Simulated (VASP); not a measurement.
# BaAg2F6: single point with PBE

BaAg2F6:

```
CELL_PARAMETERS angstrom
6.07689 0.00000 0.00000
-2.99053 5.31856 0.00000
-3.03553 -1.74050 5.09424
ATOMIC_POSITIONS crystal
Ba 0.99064 0.48181 0.48212
Ag 0.50169 0.25131 0.75077
Ag 0.49852 0.74910 0.25075
F 0.02177 0.05217 0.56666
F 0.97892 0.47062 0.90243
F 0.60000 0.54832 0.06847
F 0.56057 0.04213 0.04829
F 0.39933 0.92719 0.45813
F 0.44856 0.47734 0.47240
```

```yaml
Program: VASP 6.6.1
Task: single point
Functional: PBE
Potentials_or_basis: VASP PAW PBE potentials, release 64 (Ba_sv, Ag, F)
Cutoff: 520 eV
k_mesh: 4 × 4 × 4
Occupations: gaussian, width 0.1 eV
Spin: no spin polarisation
Dipole_correction: no
Further_INCAR_settings: ALGO = Normal; EDIFF = 1e-06; NBANDS = 47
```

| Quantity | Value |
| --- | --- |
| Pressure | 0.1 GPa |
| Largest force | 0.089 eV/Å |
| Band gap on the k mesh | zero (band 37 reaches 0.42 eV, above the bottom of band 38 at -0.36 eV) |

Forces in eV/Å, atoms in the order of the input:
```
Ba  -0.005  0.035  0.011
Ag   0.015 -0.009  0.025
Ag  -0.003  0.011 -0.010
F    0.027 -0.039  0.006
F   -0.058 -0.030  0.061
F   -0.037  0.028 -0.045
F   -0.002 -0.042 -0.053
F    0.034  0.045  0.001
F    0.028  0.001  0.004
```

Stress tensor (GPa, compression positive):
```
-0.02 -0.04 -0.06
-0.04  0.15 -0.08
-0.06 -0.08  0.03
```

Levels at points of the mesh, in eV from the Fermi level:
```csv
k point,band 33,band 34,band 35,band 36,band 37,band 38,band 39,band 40,band 41,band 42
"(0.00, 0.00, 0.00)",-2.04,-1.49,-1.44,-1.29,0.38,0.54,3.25,6.07,6.13,6.14
"(0.50, 0.00, 0.00)",-1.70,-1.57,-1.54,-1.25,-0.63,0.53,5.69,6.10,6.15,7.33
"(0.00, 0.50, 0.00)",-1.76,-1.75,-0.85,-0.81,-0.49,-0.38,4.99,5.59,6.34,6.46
"(0.50, 0.50, 0.00)",-1.77,-1.73,-0.84,-0.80,-0.49,-0.41,4.95,5.64,6.40,6.44
"(0.00, 0.00, 0.50)",-1.81,-1.72,-0.85,-0.79,-0.47,-0.38,5.02,5.55,6.28,6.53
"(0.50, 0.00, 0.50)",-1.78,-1.73,-0.85,-0.79,-0.44,-0.37,5.02,5.63,6.28,6.66
"(0.00, 0.50, 0.50)",-1.72,-1.62,-1.45,-1.36,-0.62,0.47,5.73,5.96,6.05,6.90
"(0.50, 0.50, 0.50)",-1.71,-1.63,-1.48,-1.24,-0.66,0.51,5.74,6.07,6.11,7.28
```

Wall time 2.8 min on 1 thread of Intel(R) Xeon(R) 6975P-C (Granite Rapids), with other jobs on the host, peak memory 0.46 GiB.

Caveat: spin-orbit coupling is left out, which moves the levels of the heavy elements.
